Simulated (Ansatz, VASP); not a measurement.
**Cd3HgTe4 in VASP and in Ansatz**

```
Cd Hg Te
1.0
    -3.31030    3.31030    6.62132
     3.31030   -3.31030    6.62132
     3.31030    3.31030   -6.62132
Cd Hg Te
3 1 4
Direct
  0.75000 0.25000 0.50000
  0.25000 0.75000 0.50000
  0.00000 0.00000 0.00000
  0.50000 0.50000 0.00000
  0.12370 0.62540 0.00000
  0.87630 0.87630 0.50170
  0.62540 0.12370 0.00000
  0.37460 0.37460 0.49830
```

Alike in both runs: functional PBE; k mesh 4 × 4 × 4; occupations gaussian, width 0.1 eV; no spin polarisation.

Ansatz relaxed the structure, and its values are those at the end. VASP's run is a single point on that final structure, the one shown.

```csv
,VASP,Ansatz
version,VASP 6.6.1,Ansatz 0.2.0
potentials or method,"VASP PAW PBE potentials, release 64 (Cd, Hg, Te), cutoff 520 eV","scalar-relativistic, plane waves, PAW"
valence electrons in the cell,72,144
```

|  | VASP | Ansatz | Ansatz less VASP |
| --- | --- | --- | --- |
| gap on the k mesh at the Fermi level (eV) | 0.21 | 0.21 | +0.004 |
| least direct gap on the mesh (eV) | 0.21 | 0.21 | +0.004 |
| pressure (GPa) | 0.2 | 0.1 | -0.09 |

The functional is the same, so the differences come from potentials, cutoffs and numerics. VASP's potentials hold 72 valence electrons a cell and Ansatz's 144, so a difference there can come from the potentials and not from the codes.

Spin-orbit coupling is off throughout.
